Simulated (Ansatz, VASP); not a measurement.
# Two plane-wave programs on SrB2Te4

```
CELL_PARAMETERS angstrom
-4.07914 4.07914 3.05569
4.07914 -4.07914 3.05569
4.07914 4.07914 -3.05569
ATOMIC_POSITIONS crystal
Sr 0.00000 0.00000 0.00000
B 0.50000 0.00000 0.50000
B 0.00000 0.50000 0.50000
Te 0.89833 0.39833 0.79665
Te 0.10167 0.89833 0.50000
Te 0.39833 0.60167 0.50000
Te 0.60167 0.10167 0.20335
```

Alike in both runs: task electric field gradients; functional PBE; k mesh 8 × 8 × 8; no spin polarisation.

|  | VASP | Ansatz |
| --- | --- | --- |
| version | VASP 6.6.1 | Ansatz 0.2.0 |
| potentials or method | VASP PAW PBE potentials, release 64 (Sr_sv, B, Te), cutoff 520 eV | scalar-relativistic, plane waves, PAW |
| occupations | gaussian, width 0.01 eV | fixed |
| valence electrons in the cell | 40 | 80 |

|  | VASP | Ansatz | Ansatz less VASP |
| --- | --- | --- | --- |
| gap on the k mesh at the Fermi level (eV) | 0.35 | 0.36 | +0.008 |
| least direct gap on the mesh (eV) | 0.62 | 0.62 | +0.001 |
| pressure (GPa) | 0.1 | 0.0 | -0.11 |
| rms of the force components (eV/Å) | 0.011 | 0.000 | -0.0108 |
| size of Vzz on the site where it differs most (V/Å²) | 406.3 | 426.0 | +19.69 |

Atom by atom the forces differ by 0.011 eV/Å (rms over components). VASP's potentials hold 40 valence electrons a cell and Ansatz's 80, so a difference there can come from the potentials and not from the codes.

Neither program's run includes spin-orbit coupling.
